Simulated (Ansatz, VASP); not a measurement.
**One calculation of Ba, two programs**

The input INCAR:

```
PREC = Accurate
ENCUT = 520
EDIFF = 1E-8
ISMEAR = -1
SIGMA = 0.05
LREAL = False
LASPH = True
NELM = 100
ALGO = Normal
ISIF = 2
LWAVE = False
LCHARG = False
GGA = PS
LEFG = True
NBANDS = 11
```

KPOINTS

```
regular mesh
0
Gamma
  10 10 10
```

Contents of POSCAR:

```
Ba
1.0
   -2.5083057089      2.5083057089      2.5083057089
    2.5083057089     -2.5083057089      2.5083057089
    2.5083057089      2.5083057089     -2.5083057089
Ba
1
Direct
    0.0000000000      0.0000000000      0.0000000000
```

Input for Ansatz:

```yaml
crystal:
  lattice:
    - [-2.5083057089, 2.5083057089, 2.5083057089]
    - [2.5083057089, -2.5083057089, 2.5083057089]
    - [2.5083057089, 2.5083057089, -2.5083057089]
  atoms:
    - { symbol: Ba, position: [0.0, 0.0, 0.0] }
kpoints:
  mp_grid: { grid: [10, 10, 10] }
scf:
  occupations: { method: fermi_dirac, width: 0.05 }
hamiltonian:
  xc: pbesol
  pseudopotentials: { kind: all_electron, datasets: crystal }
output:
  forces: true
  stress: true
  eigenvalues: true
  efg: { contact_densities: true }
```

Change from the starting cell: volume scaled by 1.01, crystal datasets.

Alike in both runs: task electric field gradients; functional PBEsol; k mesh 10 × 10 × 10; occupations fermi-dirac, width 0.05 eV; no spin polarisation.

|  | VASP | Ansatz |
| --- | --- | --- |
| version | VASP 6.6.1 | Ansatz 0.2.0 |
| potentials or method | VASP PAW PBE potentials, release 64 (Ba_sv), cutoff 520 eV | all-electron PAW with datasets made for the crystal, scalar-relativistic |

```tsv
	VASP	Ansatz	Ansatz less VASP
pressure (GPa)	-0.6	-0.7	-0.05
```

VASP's potentials were made for PBE, not for PBEsol. Ansatz ran all-electron here, and VASP with PAW potentials.

Spin-orbit coupling is off throughout.
